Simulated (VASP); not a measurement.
# MoS2 in VASP: further runs

The runs below take MoS2 through single point, with PBEsol+D3(BJ).

All numbers are computed with VASP 6.6.1; they aren't measurements. Logs are shortened: lines on timing, memory, paths and dates and some standing lists are left out, and cuts for length are marked.

### 1 The cell of the first run

The cell holds a slab with vacuum, 3 atoms: a = 3.117 Å, b = 3.117 Å, c = 17.323 Å, α = 90.00°, β = 90.00°, γ = 120.00°.

### 2 Single point, PBEsol+D3(BJ)

File INCAR:

```
SYSTEM = MoS2
PREC = Accurate
ENCUT = 520
EDIFF = 1E-6
ISMEAR = -1
SIGMA = 0.05
LREAL = .False.
LASPH = .True.
NELM = 100
ALGO = Normal
ISIF = 2
LWAVE = .False.
LCHARG = .False.
GGA = PS
IVDW = 12
NBANDS = 20
```

File KPOINTS:

```
Automatic mesh
0
Gamma
  10 10 2
  0 0 0
```

File POSCAR:

```
MoS2
1.0
    3.1166603352      0.0000000000      0.0000000000
   -1.5583301676      2.6991070253      0.0000000000
    0.0000000000      0.0000000000     17.3226218594
Mo S
1 2
Direct
    0.0000000000      0.0000000000      0.0000000000
    0.3333333333      0.6666666667      0.9097088074
    0.3333333333      0.6666666667      0.0902911926
```

Potentials or basis: VASP PAW PBE potentials, release 64 (Mo_sv, S).

On the command line:

```
$ cat potpaw_PBE.64/Mo_sv/POTCAR potpaw_PBE.64/S/POTCAR > POTCAR
$ mpirun -np 1 vasp_std > vasp.out
```

OUTCAR:

```text
SYSTEM = MoS2
   PREC = Accurate
   ENCUT = 520
   EDIFF = 1E-6
   ISMEAR = -1
   LREAL = .False.
   LASPH = .True.
   NELM = 100
   ISIF = 2
   GGA = PS
   IVDW = 12
 IVDW          = 12

 ion  position               nearest neighbor table
   1  0.000  0.000  0.000-   2 2.38   3 2.38   2 2.38   3 2.38   2 2.38   3 2.38
   2  0.333  0.667  0.910-   1 2.38   1 2.38   1 2.38
   3  0.333  0.667  0.090-   1 2.38   1 2.38   1 2.38

  LATTYP: Found a hexagonal cell.
 ALAT       =     3.1166603352
 C/A-ratio  =     5.5580717808

  Lattice vectors:

 A1 = (   3.1166603352,   0.0000000000,   0.0000000000)
 A2 = (  -1.5583301676,   2.6991070253,   0.0000000000)
 A3 = (   0.0000000000,   0.0000000000,  17.3226218594)

Analysis of symmetry for initial positions (statically):
=====================================================================
 Subroutine PRICEL returns:
 Original cell was already a primitive cell.

 Routine SETGRP: Setting up the symmetry group for a
 hexagonal supercell.

 Subroutine GETGRP returns: Found 12 space group operations
 (whereof 12 operations were pure point group operations)
 out of a pool of 24 trial point group operations.

The static configuration has the point symmetry D_3h.

Analysis of symmetry for dynamics (positions and initial velocities):
=====================================================================
 Subroutine PRICEL returns:
 Original cell was already a primitive cell.

 Routine SETGRP: Setting up the symmetry group for a
 hexagonal supercell.

 Subroutine GETGRP returns: Found 12 space group operations
 (whereof 12 operations were pure point group operations)
 out of a pool of 24 trial point group operations.

The dynamic configuration has the point symmetry D_3h.

 Subroutine INISYM returns: Found 12 space group operations
 (whereof 12 operations are pure point group operations),
 and found     1 'primitive' translations

----------------------------------------------------------------------------------------

                                     Primitive cell

  volume of cell :     145.7214

  direct lattice vectors                    reciprocal lattice vectors
     3.116660335  0.000000000  0.000000000     0.320856267  0.185246452  0.000000000
    -1.558330168  2.699107025  0.000000000     0.000000000  0.370492904  0.000000000
     0.000000000  0.000000000 17.322621859     0.000000000  0.000000000  0.057727982

  length of vectors
     3.116660335  3.116660335 17.322621859     0.370492904  0.370492904  0.057727982

  position of ions in fractional coordinates (direct lattice)
     0.000000000  0.000000000  0.000000000
     0.333333333  0.666666667  0.909708807
     0.333333333  0.666666667  0.090291193

  ion indices of the primitive-cell ions
   primitive index   ion index
                 1           1
                 2           2
                 3           3

----------------------------------------------------------------------------------------

 KPOINTS: Automatic mesh

Automatic generation of k-mesh.
 Grid dimensions read from file:
 generate k-points for:   10   10    2

 Generating k-lattice:

  Cartesian coordinates                     Fractional coordinates (reciprocal lattice)
     0.032085627  0.018524645  0.000000000     0.100000000  0.000000000  0.000000000
     0.000000000  0.037049290  0.000000000     0.000000000  0.100000000  0.000000000
     0.000000000  0.000000000  0.028863991     0.000000000  0.000000000  0.500000000

  Length of vectors
     0.037049290  0.037049290  0.028863991

  Shift w.r.t. Gamma in fractional coordinates (k-lattice)
     0.000000000  0.000000000  0.000000000

 Subroutine IBZKPT returns following result:
 ===========================================

 Found     28 irreducible k-points:

 Following reciprocal coordinates:
            Coordinates               Weight
  0.000000  0.000000  0.000000      1.000000
  0.100000 -0.000000  0.000000      6.000000
  0.200000 -0.000000  0.000000      6.000000
  0.300000  0.000000  0.000000      6.000000
  0.400000  0.000000  0.000000      6.000000
  0.500000  0.000000  0.000000      3.000000
[... 16 lines left out ...]
  0.300000  0.100000  0.500000     12.000000
  0.400000  0.100000  0.500000     12.000000
 [... further k-points ...]
   k-points           NKPTS =     28   k-points in BZ     NKDIM =     28   number of bands    NBANDS=     20
   number of dos      NEDOS =    301   number of ions     NIONS =      3
   total plane-waves  NPLWV =  80640
   dimension x,y,z NGX =    24 NGY =   24 NGZ =  140
   dimension x,y,z NGXF=    48 NGYF=   48 NGZF=  280
   ions per type =               1   2
   NGX,Y,Z   is equivalent  to a cutoff of  12.80, 12.80, 13.44 a.u.
   NGXF,Y,Z  is equivalent  to a cutoff of  25.60, 25.60, 26.87 a.u.
 SYSTEM =  MoS2
   PREC   = accura    normal or accurate (medium, high low for compatibility)
   ISTART =      0    job   : 0-new  1-cont  2-samecut
   ICHARG =      2    charge: 1-file 2-atom 10-const
   ISPIN  =      1    spin polarized calculation?
   LNONCOLLINEAR =      F non collinear calculations
   LSORBIT =      F    spin-orbit coupling
   LASPH  =      T    aspherical Exc in radial PAW
   ENCUT  =  520.0 eV  38.22 Ry    6.18 a.u.   5.79  5.79 32.21*2*pi/ulx,y,z
   NELM   =    100;   NELMIN=  2; NELMDL= -5     # of ELM steps
   EDIFF  = 0.1E-05   stopping-criterion for ELM
   LREAL  =      F    real-space projection
   EDIFFG = 0.1E-04   stopping-criterion for IOM
   NSW    =      0    number of steps for IOM
   IBRION =     -1    ionic relax: 0-MD 1-quasi-New 2-CG
   NFREE  =      0    steps in history (QN), initial steepest desc. (CG)
   ISIF   =      2    stress and relaxation
   ISYM   =      2    0-nonsym 1-usesym 2-fastsym
   POTIM  = 0.5000    time-step for ionic-motion
   TEBEG  =    0.0;   TEEND  =   0.0 temperature during run
   PSTRESS=    0.0 pullay stress
   NELECT =      26.0000    total number of electrons
   NUPDOWN=      -1.0000    fix difference up-down
   EMIN   =  10.00;   EMAX   =-10.00  energy-range for DOS
   EFERMI =   0.00;   METHOD = LEGACY
   ISMEAR =    -1;   SIGMA  =   0.05  broadening in eV -4-tet -1-fermi 0-gaus
   EFERMI_NEDOS =   21; number of points for ismear=-14 and -15
   IALGO  =     38    algorithm
   IMIX   =      4    mixing-type and parameters
     AMIX     =   0.40;   BMIX     =  1.00
     AMIX_MAG =   1.60;   BMIX_MAG =  1.00
  volume/ion in A,a.u.               =      48.57       327.79
  Fermi-wavevector in a.u.,A,eV,Ry     =   0.921633  1.741635 11.556900  0.849408
  Thomas-Fermi vector in A             =   2.047071
   LORBIT       =      0    0 simple, 1 ext, 2 COOP (PROOUT), +10 PAW based schemes
   GGA     = PS    functional components
   LHFCALC =     F    Hartree Fock is set to
   AEXX    =    0.0000 exact exchange contribution
   IVDW    =    12    specifies the selected vdW correction
   LEPSILON=     F    determine dielectric tensor
   LRPA    =     F    only Hartree local field effects (RPA)
 non-spin polarized calculation
  energy-cutoff  :      520.00
  volume of cell :      145.72
 maximum number of plane-waves:      3956
 NGX is ok and might be reduce to    24
   NGX = 11   NGY = 11   NGZ = 65

 number of electron      26.0000000 magnetization

 Free energy of the ion-electron system (eV)
  ---------------------------------------------------
  ext. energy  EPLUGINS =         0.00000000
  ---------------------------------------------------
  free energy    TOTEN  =       -23.41925209 eV

  energy without entropy =      -23.41925209  energy(sigma->0) =      -23.41925209

 E-fermi :  -0.3332     XC(G=0):  -4.5052

 val. band max:       -1.3784352244   @ k =   0.3000   0.3000   0.5000
 cond. band min:       0.7576955773   @ k =   0.2000   0.1000   0.0000
 fundamental gap:      2.1361308017
 Fermi energy:        -0.3332205983

 k-point     1 :       0.0000    0.0000    0.0000
  band No.  band energies     occupation
      1     -61.9416      2.00000
      2     -36.1722      2.00000
      3     -35.8758      2.00000
      4     -35.8758      2.00000
      5     -15.5649      2.00000
      6     -14.2070      2.00000
[... 12 lines left out ...]
     19       4.4714      0.00000
     20       5.1648      0.00000

 k-point     2 :       0.1000   -0.0000    0.0000
  band No.  band energies     occupation
      1     -61.9369      2.00000
      2     -36.1630      2.00000
      3     -35.9217      2.00000
      4     -35.8861      2.00000
      5     -15.4026      2.00000
      6     -14.1396      2.00000
[... 12 lines left out ...]
     19       4.6741      0.00000
     20       5.6228      0.00000

 k-point     3 :       0.2000   -0.0000    0.0000
  band No.  band energies     occupation
      1     -61.9243      2.00000
      2     -36.1391      2.00000
      3     -36.0406      2.00000
      4     -35.9132      2.00000
      5     -14.9510      2.00000
      6     -13.9524      2.00000
[... 12 lines left out ...]
     19       5.2530      0.00000
     20       6.2228      0.00000

 k-point     4 :       0.3000    0.0000    0.0000
  band No.  band energies     occupation
      1     -61.9088      2.00000
      2     -36.1847      2.00000
      3     -36.1094      2.00000
      4     -35.9464      2.00000
      5     -14.3200      2.00000
      6     -13.6953      2.00000
[... 12 lines left out ...]
     19       6.0588      0.00000
     20       6.8928      0.00000

 k-point     5 :       0.4000    0.0000    0.0000
  band No.  band energies     occupation
      1     -61.8962      2.00000
      2     -36.2990      2.00000
      3     -36.0852      2.00000
      4     -35.9731      2.00000
      5     -13.7166      2.00000
      6     -13.4599      2.00000
[... 12 lines left out ...]
     19       6.4691      0.00000
     20       6.6909      0.00000
[... 353 lines left out ...]
      6     -14.0118      2.00000
[... 12 lines left out ...]
     19       4.9971      0.00000
     20       6.1802      0.00000

 k-point    22 :       0.2000    0.1000    0.5000
  band No.  band energies     occupation
      1     -61.9142      2.00000
      2     -36.1241      2.00000
      3     -36.1197      2.00000
      4     -35.9464      2.00000
      5     -14.5505      2.00000
      6     -13.7862      2.00000
[... 12 lines left out ...]
     19       5.6963      0.00000
     20       6.8808      0.00000

 k-point    23 :       0.3000    0.1000    0.5000
  band No.  band energies     occupation
      1     -61.9001      2.00000
      2     -36.2448      2.00000
      3     -36.0927      2.00000
      4     -35.9848      2.00000
      5     -13.9203      2.00000
      6     -13.5303      2.00000
[... 12 lines left out ...]
     19       6.5643      0.00000
     20       6.8300      0.00000

 k-point    24 :       0.4000    0.1000    0.5000
  band No.  band energies     occupation
      1     -61.8914      2.00000
      2     -36.3182      2.00000
      3     -36.0760      2.00000
      4     -36.0085      2.00000
      5     -13.4638      2.00000
      6     -13.3518      2.00000
[... 12 lines left out ...]
     19       7.2094      0.00000
     20       7.4019      0.00000

 [... further k-points ...]

------------------------ aborting loop because EDIFF is reached ----------------------------------------

 Edisp (eV)   -0.75223

 E8    (eV) :    -0.4921

  FORCE on cell =-STRESS in cart. coord.  units (eV):
  Direction    XX          YY          ZZ          XY          YZ          ZX
  --------------------------------------------------------------------------------------
  -------------------------------------------------------------------------------------
  Total      -0.00247    -0.00247    -0.03244     0.00000     0.00000     0.00000
  in kB      -0.02719    -0.02719    -0.35672     0.00000     0.00000     0.00000
  external pressure =       -0.14 kB  Pullay stress =        0.00 kB

 VOLUME and BASIS-vectors are now :
 -----------------------------------------------------------------------------
  energy-cutoff  :      520.00
  volume of cell :      145.72
      direct lattice vectors                 reciprocal lattice vectors
     3.116660335  0.000000000  0.000000000     0.320856267  0.185246452  0.000000000
    -1.558330168  2.699107025  0.000000000     0.000000000  0.370492904  0.000000000
     0.000000000  0.000000000 17.322621859     0.000000000  0.000000000  0.057727982

 POSITION                                       TOTAL-FORCE (eV/Angst)
 -----------------------------------------------------------------------------------
      0.00000      0.00000      0.00000        -0.000000      0.000000      0.000000
     -0.00000      1.79940     15.75854         0.000000     -0.000000     -0.001174
     -0.00000      1.79940      1.56408        -0.000000      0.000000      0.001174
 -----------------------------------------------------------------------------------
    total drift:                                0.000000     -0.000000     -0.000000

  FREE ENERGIE OF THE ION-ELECTRON SYSTEM (eV)
  ---------------------------------------------------
  free  energy   TOTEN  =       -24.1714804487 eV

  energy  without entropy=      -24.1714804483  energy(sigma->0) =      -24.17148045
```

It took 50 s on 1 thread of Intel Xeon 6975P-C (Granite Rapids), shared host; peak memory 0.29 GiB.

What came out:

| Property | Result |
| --- | --- |
| Free energy | -24.1715 eV |
| Band gap on the k mesh | 2.14 eV, indirect (least direct gap 2.15 eV) |
| Dispersion energy per atom | -0.251 eV |

Caveat: the PAW data sets were made with another functional, which shifts forces and pressure a little.

### 3 Single point, PBEsol+D3(BJ)

File INCAR:

```
ALGO     = Normal         # electronic algorithm
EDIFF    = 1E-6           # SCF threshold, eV
ENCUT    = 520            # plane-wave cutoff, eV
GGA      = PS             # functional
ISIF     = 2              # what is computed and relaxed
ISMEAR   = -1             # smearing method
IVDW     = 12             # dispersion correction
LASPH    = T              # aspherical terms in the spheres
LCHARG   = F              # write CHGCAR
LREAL    = F              # projectors in reciprocal space
LWAVE    = F              # write WAVECAR
NBANDS   = 20             # bands
NELM     = 80             # most SCF steps
PREC     = Accurate       # precision mode
SIGMA    = 0.05           # smearing width, eV
```

File KPOINTS:

```
k-points
0
Gamma
  10 10 2
```

File POSCAR:

```
MoS2
1.0
    3.1179827861      0.0000000000      0.0000000000
   -1.5589913930      2.7002523013      0.0000000000
    0.0000000000      0.0000000000     17.3301460329
Mo S
1 2
Direct
    0.0000000000      0.0000000000      0.0000000000
    0.3333333333      0.6666666667      0.9097979873
    0.3333333333      0.6666666667      0.0902020127
```

Potentials or basis: VASP PAW PBE potentials, release 64 (Mo_sv, S).

On the command line:

```
$ cat potpaw_PBE.64/Mo_sv/POTCAR potpaw_PBE.64/S/POTCAR > POTCAR
$ mpirun -np 1 vasp_std > vasp.out
```

Wall time 50 s (1 thread of Intel Xeon 6975P-C (Granite Rapids), shared host); peak memory 0.29 GiB.

It converged, with:

| Item | Value |
| --- | --- |
| Free energy | -24.1715 eV |
| Largest force | 0.009 eV/Å |
| Band gap on the k mesh | 2.14 eV, indirect (least direct gap 2.15 eV) |
| Dispersion energy per atom | -0.251 eV |

Forces on the atoms (eV/Å):
```
Mo   0.000  0.000  0.000
S    0.000  0.000 -0.009
S    0.000  0.000  0.009
```

Levels at points of the mesh, in eV from the valence-band top:
```
           k point  band 10  band 11  band 12  band 13  band 14  band 15  band 16  band 17
(0.00, 0.00, 0.00)    -1.82    -1.30    -1.30    -0.04     3.07     3.07     3.33     3.33
(0.50, 0.00, 0.00)    -3.09    -1.88    -0.71    -0.56     2.61     3.10     4.10     4.65
(0.00, 0.00, 0.50)    -1.82    -1.30    -1.30    -0.04     3.07     3.07     3.33     3.33
(0.50, 0.00, 0.50)    -3.09    -1.88    -0.71    -0.56     2.61     3.10     4.10     4.65
```

Caveat: three body term missing; the PAW data sets were made with another functional, which shifts forces and pressure a little.
